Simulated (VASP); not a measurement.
Set up this calculation in VASP 6.6.1, as the native input.

| Quantity | Value |
| --- | --- |
| Task | single point |
| Functional | PBE |
| Dispersion | D3(BJ) |
| Potentials or basis | VASP PAW PBE potentials, release 64 (C) |
| Cutoff | 520 eV |
| k mesh | 18 × 12 × 10 |
| Occupations | gaussian, width 0.15 eV |
| Spin | no spin polarisation |
| Dipole correction | no |
| Further INCAR settings | ALGO = Normal; EDIFF = 1e-06; NBANDS = 16 |

The structure of C lies in POSCAR:

```
C
1.0
   -2.4646600698      0.0000000000      0.0000000000
    0.0000000000      0.0000000000     -3.5719696368
    0.0000000000     -4.2689164642      0.0000000000
C
4
Direct
    0.5000000000      0.0000000000      0.1863437910
    0.0000000000      0.0000000000      0.6582336134
    0.0000000000      0.0000000000      0.3136562090
    0.5000000000      0.0000000000      0.8417663866
```

This cell differs from its parent crystal: mode 8 frozen in at -0.060 Å and mode 12 at -0.024 Å (largest displacements).

One way to write it, as run:

INCAR

```
SYSTEM = C
  PREC = Accurate
  ENCUT = 520
  EDIFF = 1E-6
  ISMEAR = 0
  SIGMA = 0.15
  LREAL = .FALSE.
  LASPH = .TRUE.
  NELM = 80
  ALGO = Normal
  ISIF = 2
  LWAVE = .FALSE.
  LCHARG = .FALSE.
  GGA = PE
  IVDW = 12
  NBANDS = 16
```

KPOINTS

```
Automatic mesh
0
G
  18 12 10
  0 0 0
```

Potentials or basis: VASP PAW PBE potentials, release 64 (C).

The run is started by

```console
$ cat potpaw_PBE.64/C/POTCAR > POTCAR
$ mpirun -np 1 vasp_std > vasp.out
```

Results of the run:

| Quantity | Value |
| --- | --- |
| Pressure | 3.7 GPa |
| Largest force | 7.212 eV/Å |
| Band gap on the k mesh | zero (band 8 reaches 4.38 eV, above the bottom of band 9 at 4.00 eV) |
| Dispersion energy per atom | -0.143 eV |

Caveat: the cell differs from its parent crystal (mode 8 frozen in at -0.060 Å and mode 12 at -0.024 Å (largest displacements)); forces of over 1 eV/Å act on the atoms, so gaps and moduli don't describe the material at rest.

Wall time 2.2 min on 1 thread of Intel(R) Xeon(R) Platinum 8488C (Sapphire Rapids), on a shared host, peak memory 0.29 GiB.
